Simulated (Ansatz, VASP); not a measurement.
## SnO2 in VASP and in Ansatz

```
Sn O
1.0
     4.73800    0.00000    0.00000
     0.00000    4.73800    0.00000
     0.00000    0.00000    3.18650
Sn O
2 4
Cartesian
  2.3690 2.3690 1.5933
  0.0000 0.0000 0.0000
  3.8240 0.9140 1.5933
  3.2830 3.2830 0.0000
  0.9140 3.8240 1.5933
  1.4550 1.4550 0.0000
```

Alike in both runs: functional BLYP; k mesh 6 × 6 × 8; occupations fermi-dirac, width 0.05 eV; no spin polarisation.

|  | VASP | Ansatz |
| --- | --- | --- |
| version | VASP 6.6.1 | Ansatz 0.2.0 |
| potentials or method | VASP PAW PBE potentials, release 64 (Sn_d, O) | Ansatz PAW |
| plane-wave cutoff (eV) | 520 | 420 |
| valence electrons in the cell | 52 | 52 |
| task | single point | band structure |

VASP gave:

| Quantity | Value |
| --- | --- |
| gap on the k mesh at the Fermi level (eV) | 1.36 |
| least direct gap on the mesh (eV) | 1.36 |
| pressure (GPa) | 17.9 |
| traceless stress, the component that is largest in VASP (GPa) | 3.12 |
| rms of the force components (eV/Å) | 0.177 |

Q: Which values does Ansatz return?

A: gap on the k mesh at the Fermi level (eV): 1.32; least direct gap on the mesh (eV): 1.32; pressure (GPa): 16.7; traceless stress, the component that is largest in VASP (GPa): 2.73; rms of the force components (eV/Å): 0.163.

VASP's potentials were made for PBE, not for BLYP. Atom by atom the forces differ by 0.014 eV/Å (rms over components). The functional is the same, so the differences come from potentials, cutoffs and numerics.

Noted on Ansatz's run: Pulay correction over one GPa.
